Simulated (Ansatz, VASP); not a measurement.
## One calculation of As2H, two programs

The input INCAR:

```
SYSTEM = As2H
PREC = Accurate ; ENCUT = 520
EDIFF = 1E-6 ; ISMEAR = 0
SIGMA = 0.05 ; LREAL = .FALSE.
LASPH = .TRUE. ; NELM = 150
ALGO = Normal ; ISIF = 2
LWAVE = .FALSE. ; LCHARG = .FALSE.
ISPIN = 2 ; MAGMOM = 0 0 1
LORBIT = 11 ; LDIPOL = .TRUE.
IDIPOL = 3 ; DIPOL = 0.5 0.5 0.298
GGA = PE ; IVDW = 12
NBANDS = 16
```

The input KPOINTS:

```
regular mesh
0
G
  9 9 1
  0 0 0
```

The input POSCAR:

```
As2H
1.0
    3.5713387681      0.0000000000      0.0000000000
   -1.7856693841      3.0928700987      0.0000000000
    0.0000000000      0.0000000000     18.3976402524
As H
2 1
Direct
    0.3333333333      0.6666666667      0.2933876398
    0.6666666667      0.3333333333      0.2174191877
    0.6666666667      0.6666666667      0.3830730548
```

Input for Ansatz:

```yaml
crystal:
  lattice:
    - [3.5713387681, 0.0, 0.0]
    - [-1.7856693841, 3.0928700987, 0.0]
    - [0.0, 0.0, 18.3976402524]
  atoms:
    - { symbol: As, position: [0.3333333333, 0.6666666667, 0.2933876398] }
    - { symbol: As, position: [0.6666666667, 0.3333333333, 0.2174191877] }
    - { symbol: H, position: [0.6666666667, 0.6666666667, 0.3830730548], spin: 1.0 }
basis:
  ecutwfc: 420
kpoints:
  mp_grid: { grid: [9, 9, 1] }
hamiltonian:
  xc: pbe
  dispersion: d3bj
scf:
  occupations: { method: gaussian, width: 0.05 }
output:
  forces: true
  eigenvalues: true
  populations: true
magnetization:
  spin_polarized: true
efield:
  axis: 3
  dipole_correction: true
  ramp_width: 0.04
```

Alike in both runs: task single point; functional PBE; dispersion D3(BJ); k mesh 9 × 9 × 1; occupations gaussian, width 0.05 eV; collinear spin.

|  | VASP | Ansatz |
| --- | --- | --- |
| version | VASP 6.6.1 | Ansatz 0.2.0 |
| potentials or method | VASP PAW PBE potentials, release 64 (As, H), cutoff 520 eV | scalar-relativistic, plane waves, PAW |
| valence electrons in the cell | 11 | 31 |

Ansatz gave:

```
gap on the k mesh at the Fermi level (eV)                     : none
rms of the force components (eV/Å)                            : 0.712
net moment per atom (μB)                                      : 0.11
size of the moment on the site where the two differ most (μB) : 0.14
```

Problem. Estimate VASP's values.

Solution. gap on the k mesh at the Fermi level (eV): none; rms of the force components (eV/Å): 0.727; net moment per atom (μB): 0.11; size of the moment on the site where the two differ most (μB): 0.08.

Site moments also hang on the region over which each program counts them. Atom by atom the forces differ by 0.033 eV/Å (rms over components). A gap of «none» marks a metal or a gap that the smearing closes. VASP's potentials hold 11 valence electrons a cell and Ansatz's 31, so a difference there can come from the potentials and not from the codes.
